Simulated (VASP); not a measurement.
A run of VASP 6.6.1 is set up as follows.

The input INCAR:

```
SYSTEM = Pt
ALGO = Fast
EDIFF = 1E-7
ENCUT = 520
GGA = PE
ISIF = 2
ISMEAR = 0
LASPH = .True.
LCHARG = .False.
LREAL = .False.
LWAVE = .False.
NBANDS = 11
NELM = 60
PREC = Accurate
SIGMA = 0.15
```

The input KPOINTS:

```
k-points
0
Gamma
  26 26 26
  0 0 0
```

File POSCAR:

```
Pt
1.0
    0.0000000000      2.0346814308      1.9850550544
    2.0346814308      0.0000000000      1.9850550544
    2.0346814308      2.0346814308      0.0000000000
Pt
1
Direct
    0.0000000000      0.0000000000      0.0000000000
```

Potentials or basis: VASP PAW PBE potentials, release 64 (Pt).

Command:

```bash
$ cat potpaw_PBE.64/Pt/POTCAR > POTCAR
$ mpirun -np 1 vasp_std > vasp.out
```

Problem. Predict the pressure.

Solution. -11.0 GPa.

Problem. What does it give for the band gap on the k mesh?

Solution. Zero (band 5 reaches 10.18 eV, above the bottom of band 6 at 8.18 eV).

Stress tensor (GPa, compression positive):
```
-11.48   0.00   0.00
  0.00 -11.48   0.00
  0.00   0.00  -9.90
```

Caveat: the cell differs from its parent crystal (strain +0.025 along x and y, +0.000 along z); spin-orbit coupling is left out, which moves the levels of the heavy elements.
